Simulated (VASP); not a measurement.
# Al9N in VASP: a series of runs, part 2 of 2

VASP 6.6.1.

### Step 4. Single point, PBE

INCAR reads:

```
SYSTEM = Al9N
ALGO = Normal
DIPOL = 0.5 0.5 0.300
EDIFF = 1E-6
ENCUT = 520
GGA = PE
IDIPOL = 3
ISIF = 2
ISMEAR = 0
LASPH = .True.
LCHARG = .False.
LDIPOL = .True.
LREAL = Auto
LWAVE = .False.
NBANDS = 48
NELM = 80
PREC = Accurate
SIGMA = 0.1
```

KPOINTS reads:

```
k-points
0
Gamma
  5 3 1
  0 0 0
```

POSCAR reads:

```
Al9N
1.0
    5.7070863110      0.0000000000      0.0000000000
   -1.4267715777      9.7014842372      0.0000000000
    0.0000000000      0.0000000000     22.7903703877
Al N
18 2
Direct
    0.2662216041      0.0648864163      0.1755127245
    0.7662216041      0.0648864163      0.1755127245
    0.3354806058      0.3419224231      0.2192029851
    0.8354806058      0.3419224231      0.2192029851
    0.1493324061      0.5973296244      0.2279410371
    0.6493324061      0.5973296244      0.2279410371
    0.4631842064      0.8527368258      0.2366790893
    0.9631842064      0.8527368258      0.2366790893
    0.0319772075      0.1277109158      0.2808262501
    0.5319772075      0.1277109158      0.2808262501
    0.0997917578      0.4042231245      0.3301071117
    0.5997917578      0.4042231245      0.3301071117
    0.4144000538      0.6596656467      0.3369822073
    0.9144000538      0.6596656467      0.3369822073
    0.2263076930      0.9110819227      0.3449259125
    0.7263076930      0.9110819227      0.3449259125
    0.2962427187      0.1814071959      0.3857054641
    0.7962427187      0.1814071959      0.3857054641
    0.3146665420      0.9110819227      0.4629310629
    0.6379488439      0.9110819227      0.4629310629
```

Potentials or basis: VASP PAW PBE potentials, release 64 (Al, N).

Run with:

```console
$ cat potpaw_PBE.64/Al/POTCAR potpaw_PBE.64/N/POTCAR > POTCAR
$ mpirun -np 1 vasp_std > vasp.out
```

OUTCAR:

```text
SYSTEM = Al9N
   EDIFF = 1E-6
   ENCUT = 520
   GGA = PE
   ISIF = 2
   ISMEAR = 0
   LASPH = .True.
   LREAL = Auto
   NELM = 80
   PREC = Accurate

 ion  position               nearest neighbor table
   1  0.266  0.065  0.176-   2 2.85   2 2.85   9 2.86  10 2.86   7 2.87   3 2.87   8 2.87
   2  0.766  0.065  0.176-   1 2.85   1 2.85  10 2.86   9 2.86   8 2.87   4 2.87   7 2.87
   3  0.335  0.342  0.219-   4 2.85   4 2.85   6 2.87   5 2.87   1 2.87   9 2.89  10 2.89  12 2.96
                            11 2.97
   4  0.835  0.342  0.219-   3 2.85   3 2.85   5 2.87   6 2.87   2 2.87  10 2.89   9 2.89  11 2.96
                            12 2.97
   5  0.149  0.597  0.228-   6 2.85   6 2.85   4 2.87   3 2.87   7 2.87   8 2.87  13 2.93  14 2.93
                            11 2.99
   6  0.649  0.597  0.228-   5 2.85   5 2.85   3 2.87   4 2.87   8 2.87   7 2.87  14 2.93  13 2.93
                            12 2.99
   7  0.463  0.853  0.237-  10 2.85   8 2.85   8 2.85   5 2.87   1 2.87   6 2.87   2 2.87  16 2.90
                            15 2.91  13 2.96
   8  0.963  0.853  0.237-   9 2.85   7 2.85   7 2.85   6 2.87   2 2.87   5 2.87   1 2.87  15 2.90
                            16 2.91  14 2.96
   9  0.032  0.128  0.281-  18 2.83  17 2.83   8 2.85  10 2.85  10 2.85   1 2.86   2 2.86   3 2.89
                             4 2.89  11 2.91  15 2.93  16 2.93
  10  0.532  0.128  0.281-  17 2.83  18 2.83   7 2.85   9 2.85   9 2.85   2 2.86   1 2.86   4 2.89
                             3 2.89  12 2.91  16 2.93  15 2.93
  11  0.100  0.404  0.330-  12 2.85  12 2.85  14 2.86  13 2.87  18 2.88  17 2.89   9 2.91   4 2.96
                             3 2.97   5 2.99
  12  0.600  0.404  0.330-  11 2.85  11 2.85  13 2.86  14 2.87  17 2.88  18 2.89  10 2.91   3 2.96
                             4 2.97   6 2.99
  13  0.414  0.660  0.337-  16 2.83  15 2.83  14 2.85  14 2.85  12 2.86  11 2.87   5 2.93   6 2.93
                             7 2.96
  14  0.914  0.660  0.337-  15 2.83  16 2.83  13 2.85  13 2.85  11 2.86  12 2.87   6 2.93   5 2.93
                             8 2.96
  15  0.226  0.911  0.345-  17 2.78  14 2.83  13 2.83  16 2.85  16 2.85   8 2.90   7 2.91   9 2.93
                            10 2.93
  16  0.726  0.911  0.345-  18 2.78  13 2.83  14 2.83  15 2.85  15 2.85   7 2.90   8 2.91  10 2.93
                             9 2.93
  17  0.296  0.181  0.386-  15 2.78  10 2.83   9 2.83  18 2.85  18 2.85  12 2.88  11 2.89
  18  0.796  0.181  0.386-  16 2.78   9 2.83  10 2.83  17 2.85  17 2.85  11 2.88  12 2.89
  19  0.315  0.911  0.463-
  20  0.638  0.911  0.463-

  LATTYP: Found a simple monoclinic cell.
 ALAT       =     5.7070863110
 B/A-ratio  =     3.9933460168
 C/A-ratio  =     1.7181865164
 COS(beta)  =    -0.1455022476

  Lattice vectors:

 A1 = (   5.7070863110,   0.0000000000,   0.0000000000)
 A2 = (   0.0000000000,   0.0000000000, -22.7903703877)
 A3 = (  -1.4267715777,   9.7014842372,   0.0000000000)

Analysis of symmetry for initial positions (statically):
=====================================================================
 Subroutine PRICEL returns:
 Original cell was already a primitive cell.

 Routine SETGRP: Setting up the symmetry group for a
 simple monoclinic supercell.

 Subroutine GETGRP returns: Found  1 space group operations
 (whereof  1 operations were pure point group operations)
 out of a pool of  4 trial point group operations.

The static configuration has the point symmetry C_1 .

Analysis of symmetry for dynamics (positions and initial velocities):
=====================================================================
[... 117 lines left out ...]
   NGX,Y,Z   is equivalent  to a cutoff of  12.23, 13.56, 13.13 a.u.
   NGXF,Y,Z  is equivalent  to a cutoff of  24.47, 27.13, 26.26 a.u.
 SYSTEM =  Al9N
   PREC   = accura    normal or accurate (medium, high low for compatibility)
   ISTART =      0    job   : 0-new  1-cont  2-samecut
   ICHARG =      2    charge: 1-file 2-atom 10-const
   ISPIN  =      1    spin polarized calculation?
   LNONCOLLINEAR =      F non collinear calculations
   LSORBIT =      F    spin-orbit coupling
   LASPH  =      T    aspherical Exc in radial PAW
   ENCUT  =  520.0 eV  38.22 Ry    6.18 a.u.  10.61 18.23 42.37*2*pi/ulx,y,z
   NELM   =     80;   NELMIN=  2; NELMDL= -5     # of ELM steps
   EDIFF  = 0.1E-05   stopping-criterion for ELM
   LREAL  =      T    real-space projection
   EDIFFG = 0.1E-04   stopping-criterion for IOM
   NSW    =      0    number of steps for IOM
   IBRION =     -1    ionic relax: 0-MD 1-quasi-New 2-CG
   NFREE  =      0    steps in history (QN), initial steepest desc. (CG)
   ISIF   =      2    stress and relaxation
   ISYM   =      2    0-nonsym 1-usesym 2-fastsym
   POTIM  = 0.5000    time-step for ionic-motion
   TEBEG  =    0.0;   TEEND  =   0.0 temperature during run
   PSTRESS=    0.0 pullay stress
   NELECT =      64.0000    total number of electrons
   NUPDOWN=      -1.0000    fix difference up-down
   EMIN   =  10.00;   EMAX   =-10.00  energy-range for DOS
   EFERMI =   0.00;   METHOD = LEGACY
   ISMEAR =     0;   SIGMA  =   0.10  broadening in eV -4-tet -1-fermi 0-gaus
   EFERMI_NEDOS =   21; number of points for ismear=-14 and -15
   IALGO  =     38    algorithm
   IMIX   =      4    mixing-type and parameters
     AMIX     =   0.40;   BMIX     =  1.00
     AMIX_MAG =   1.60;   BMIX_MAG =  1.00
  volume/ion in A,a.u.               =      63.09       425.77
  Fermi-wavevector in a.u.,A,eV,Ry     =   0.605992  1.145159  4.996416  0.367226
  Thomas-Fermi vector in A             =   1.659921
   LORBIT       =      0    0 simple, 1 ext, 2 COOP (PROOUT), +10 PAW based schemes
   GGA     = PE    functional components
   LHFCALC =     F    Hartree Fock is set to
   AEXX    =    0.0000 exact exchange contribution
   IVDW    =     0    specifies the selected vdW correction
   LEPSILON=     F    determine dielectric tensor
   LRPA    =     F    only Hartree local field effects (RPA)
 non-spin polarized calculation
 Gauss-broadening in eV      SIGMA  =   0.10
  energy-cutoff  :      520.00
  volume of cell :     1261.84
 maximum number of plane-waves:     34010
   NGX = 21   NGY = 37   NGZ = 85

 number of electron      64.0000000 magnetization

 dipolmoment           0.000000      0.000000      0.451633 electrons x Angstroem

 Free energy of the ion-electron system (eV)
  ---------------------------------------------------
  ext. energy  EPLUGINS =         0.00000000
  ---------------------------------------------------
  free energy    TOTEN  =       -70.64779403 eV

  energy without entropy =      -70.58972475  energy(sigma->0) =      -70.61875939

 E-fermi :  -1.7096     XC(G=0):  -3.5048

 val. band max:       -1.7104612926   @ k =   0.2000  -0.0000   0.0000
 cond. band min:      -1.6968251548   @ k =  -0.4000   0.3333   0.0000
 fundamental gap:      0.0136361378
 Fermi energy:        -1.7095525212

 k-point     1 :       0.0000    0.0000    0.0000
  band No.  band energies     occupation
      1     -15.6444      2.00000
      2     -12.2621      2.00000
      3     -11.7193      2.00000
      4     -10.1846      2.00000
      5     -10.0725      2.00000
      6      -9.4125      2.00000
[... 365 lines left out ...]
     43       0.4344      0.00000
     44       0.4653      0.00000
 [bands above 44 left out]

------------------------ aborting loop because EDIFF is reached ----------------------------------------

 vacuum level on the upper side and lower side of the slab       (xc-potential included)         0.650        -0.798

  FORCE on cell =-STRESS in cart. coord.  units (eV):
  Direction    XX          YY          ZZ          XY          YZ          ZX
  --------------------------------------------------------------------------------------
  -------------------------------------------------------------------------------------
  Total      -27.2525616    -12.5195126     -6.4323583     -0.4299101      1.0247977      0.0679205
  in kB      -34.6030122    -15.8962249     -8.1672679     -0.5458637      1.3012020      0.0862398
  external PRESSURE =     -19.5555017 kB  Pullay stress =       0.0000000 kB

 VOLUME and BASIS-vectors are now :
 -----------------------------------------------------------------------------
  energy-cutoff  :      520.00
  volume of cell :     1261.84
      direct lattice vectors                 reciprocal lattice vectors
     5.707086311  0.000000000  0.000000000     0.175220760  0.025769253  0.000000000
    -1.426771578  9.701484237  0.000000000     0.000000000  0.103077011  0.000000000
     0.000000000  0.000000000 22.790370388     0.000000000  0.000000000  0.043878181

 POSITION                                       TOTAL-FORCE (eV/Angst)
 -----------------------------------------------------------------------------------
      1.42677      0.62949      4.00000        -0.082530      0.124306      0.047289
      4.28031      0.62949      4.00000         0.070802      0.115367      0.052512
      1.42677      3.31715      4.99572        -0.063204      0.080446      0.031543
      4.28031      3.31715      4.99572         0.078457      0.086012      0.035310
      0.00000      5.79498      5.19486        -0.011181     -0.099137     -0.036668
      2.85354      5.79498      5.19486        -0.000053     -0.053573     -0.039117
[... 12 lines left out ...]
      0.49592      8.83885     10.55037         7.051596      0.259316     -1.365119
      2.34092      8.83885     10.55037        -7.043258      0.336517     -1.338675
 -----------------------------------------------------------------------------------
    total drift:                               -0.007837     -0.032992     -0.007370

  FREE ENERGIE OF THE ION-ELECTRON SYSTEM (eV)
  ---------------------------------------------------
  free  energy   TOTEN  =       -70.6477940268 eV

  energy  without entropy=      -70.5897247520  energy(sigma->0) =      -70.61875939

 vacuum level on the upper side and lower side of the slab         3.985         2.506
```

Run time: 29 min. Hardware: 1 thread of Intel Xeon Platinum 8488C (Sapphire Rapids), shared host; peak memory 1.2 GiB.

What came out:

```
Free energy            : -70.6478 eV
Largest force          : 7.187 eV/Å
Band gap on the k mesh : zero (bands 32 and 33 overlap by 0.60 eV)
```

Forces in eV/Å, atoms in the order of the input:
```
Al  -0.083  0.124  0.047
Al   0.071  0.115  0.053
Al  -0.063  0.080  0.032
Al   0.078  0.086  0.035
Al  -0.011 -0.099 -0.037
Al   0.000 -0.054 -0.039
Al  -0.008 -0.084 -0.164
Al   0.001 -0.100 -0.170
Al  -0.001 -0.016  0.024
Al   0.000 -0.069  0.062
Al  -0.002 -0.033 -0.026
Al   0.021  0.038  0.019
Al   0.005 -0.106  0.076
Al  -0.036 -0.042  0.071
Al   0.040 -0.125  1.034
Al  -0.019 -0.139  1.050
Al  -0.052 -0.088  0.323
Al   0.052 -0.086  0.313
N    7.052  0.259 -1.365
N   -7.043  0.337 -1.339
```

### Step 5. The runs side by side

```tsv
cell	gap on the mesh (eV)	largest force (eV/Å)
as given, atomic positions A	none	13.79
as given, atomic positions B	none	4.41
as given, atomic positions C	none	7.19
```

Alike in all rows: task single point; level PBE; potentials or basis VASP PAW PBE potentials, release 64 (Al, N); no spin polarisation; k mesh 5 × 3 × 1; cutoff (eV) 520; smearing gaussian 0.1 eV.

Total energies depend on the potentials used, so only differences within one code and one set of settings carry meaning.

The gap in the log of VASP goes by the Fermi energy; the results here count the filled bands.